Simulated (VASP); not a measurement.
Here is a VASP 6.6.1 calculation.

INCAR

```
  PREC = Accurate
  ENCUT = 500
  EDIFF = 1E-6
  ISMEAR = 0
  SIGMA = 0.1
  LREAL = F
  LASPH = T
  NELM = 120
  ALGO = Normal
  ISIF = 2
  LWAVE = F
  LCHARG = F
  GGA = PS
  NBANDS = 16
  GGA_COMPAT = F
```

Contents of KPOINTS:

```
Automatic mesh
0
Gamma
  6 6 6
```

POSCAR

```
GaP
1.0
    0.0000000000      2.7349218499      2.7349218499
    2.7349218499      0.0000000000      2.7349218499
    2.7349218499      2.7349218499      0.0000000000
Ga P
1 1
Direct
    0.0000000000      0.0000000000      0.0000000000
    0.2500000000      0.2500000000      0.2500000000
```

Potentials or basis: VASP PAW PBE potentials, release 64 (Ga_d, P).

Run with:

```bash
$ cat potpaw_PBE.64/Ga_d/POTCAR potpaw_PBE.64/P/POTCAR > POTCAR
$ mpirun -np 1 vasp_std > vasp.out
```

Problem. What does it give for the pressure?

Solution. -1.5 GPa.

Problem. Estimate the band gap on the k mesh.

Solution. 1.53 eV (least direct gap 1.66 eV).

Caveat: the PAW data sets were made with another functional, which shifts forces and pressure a little. A k mesh can miss the band edges.
